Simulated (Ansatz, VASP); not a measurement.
## One calculation of GaGe, two programs

```xyz
2
Lattice="3.3741 0.0000 0.0000 0.0000 3.3741 0.0000 0.0000 0.0000 3.3741" Properties=species:S:1:pos:R:3 pbc="T T T"
Ga    0.0000    0.0000    0.0000
Ge    1.6871    1.6871    1.6871
```

Alike in both runs: functional PBE; k mesh 16 × 16 × 16; occupations gaussian, width 0.1 eV; no spin polarisation.

Ansatz relaxed the structure, and its values are those at the end. VASP's run is a single point on that final structure, the one shown.

|  | VASP | Ansatz |
| --- | --- | --- |
| version | VASP 6.6.1 | Ansatz 0.2.0 |
| potentials or method | VASP PAW PBE potentials, release 64 (Ga_d, Ge_d), cutoff 520 eV | scalar-relativistic, plane waves, PAW |
| valence electrons in the cell | 27 | 27 |

|  | VASP | Ansatz | Ansatz less VASP |
| --- | --- | --- | --- |
| gap on the k mesh at the Fermi level (eV) | none | none | - |
| pressure (GPa) | 0.0 | 0.0 | -0.06 |

A gap of «none» marks a metal or a gap that the smearing closes.
